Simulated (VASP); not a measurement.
**TiO2: single point with RPBE+D3(BJ)**

Crystal: TiO2.

```xyz
12
Lattice="-2.9328 3.1913 3.1910 2.9328 -3.1913 3.1910 2.9328 3.1913 -3.1910" Properties=species:S:1:pos:R:3 pbc="T T T"
Ti    1.4664   -1.5956    1.5955
Ti    1.4664    1.5956   -1.5955
Ti    0.0000    1.5956    1.5637
Ti    2.9328    1.5956    1.6273
O     1.4516    1.5956    2.8541
O     1.4812    4.7869   -0.3368
O     0.0000    0.3367    4.7999
O     2.9328   -0.3367    1.6089
O     0.0000    3.5280    1.5821
O     1.4516   -1.5956    3.5278
O     2.9328    2.8545   -1.6089
O     1.4812    1.5956    0.3368
```

```json
{
 "Program": "VASP 6.6.1",
 "Task": "single point",
 "Functional": "RPBE",
 "Dispersion": "D3(BJ)",
 "Potentials or basis": "VASP PAW PBE potentials, release 64 (Ti_sv, O)",
 "Cutoff": "520 eV",
 "k mesh": "6 × 6 × 6",
 "Occupations": "fermi-dirac, width 0.05 eV",
 "Spin": "no spin polarisation",
 "Dipole correction": "no",
 "Further INCAR settings": "ALGO = Normal; EDIFF = 1e-07; NBANDS = 60"
}
```

```
Pressure                   : 0.6 GPa
Largest force              : 0.019 eV/Å
Band gap on the k mesh     : 1.92 eV
Dispersion energy per atom : -1.072 eV
```

Forces on the atoms (eV/Å):
```
Ti   0.000  0.000  0.000
Ti   0.000  0.000  0.000
Ti   0.000  0.000  0.001
Ti   0.000  0.000 -0.001
O   -0.003  0.000  0.019
O    0.003  0.000  0.019
O    0.000 -0.019  0.001
O    0.000  0.019  0.001
O    0.000 -0.019 -0.001
O   -0.003  0.000 -0.019
O    0.000  0.019 -0.001
O    0.003  0.000 -0.019
```

Stress tensor (GPa, compression positive):
```
0.77 0.00 0.00
0.00 0.57 0.00
0.00 0.00 0.57
```

Levels at points of the mesh, in eV from the valence-band top:
| k point | band 44 | band 45 | band 46 | band 47 | band 48 | band 49 | band 50 | band 51 | band 52 | band 53 |
| --- | --- | --- | --- | --- | --- | --- | --- | --- | --- | --- |
| (0.00, 0.00, 0.00) | -0.68 | -0.68 | -0.49 | -0.49 | 0.00 | 1.92 | 2.23 | 2.45 | 2.57 | 2.58 |
| (0.50, 0.00, 0.00) | -1.79 | -1.13 | -1.13 | -0.80 | -0.80 | 1.99 | 1.99 | 2.64 | 2.64 | 3.19 |
| (0.00, 0.50, 0.00) | -1.69 | -1.27 | -1.26 | -0.71 | -0.70 | 2.33 | 2.34 | 2.72 | 2.73 | 3.05 |
| (0.50, 0.50, 0.00) | -1.69 | -1.27 | -1.27 | -0.71 | -0.71 | 2.33 | 2.33 | 2.73 | 2.73 | 3.06 |
| (0.50, 0.50, 0.50) | -1.46 | -1.40 | -1.40 | -1.13 | -1.12 | 1.96 | 1.97 | 2.60 | 2.60 | 3.16 |

Run time: 6 min on 1 thread of AMD EPYC 7R43 64-Core Processor (Zen 3) (shared host), peak memory 0.34 GiB.

Caveat: the PAW data sets were made with another functional, which shifts forces and pressure a little. As with any semilocal functional, this RPBE gap is likely too small.
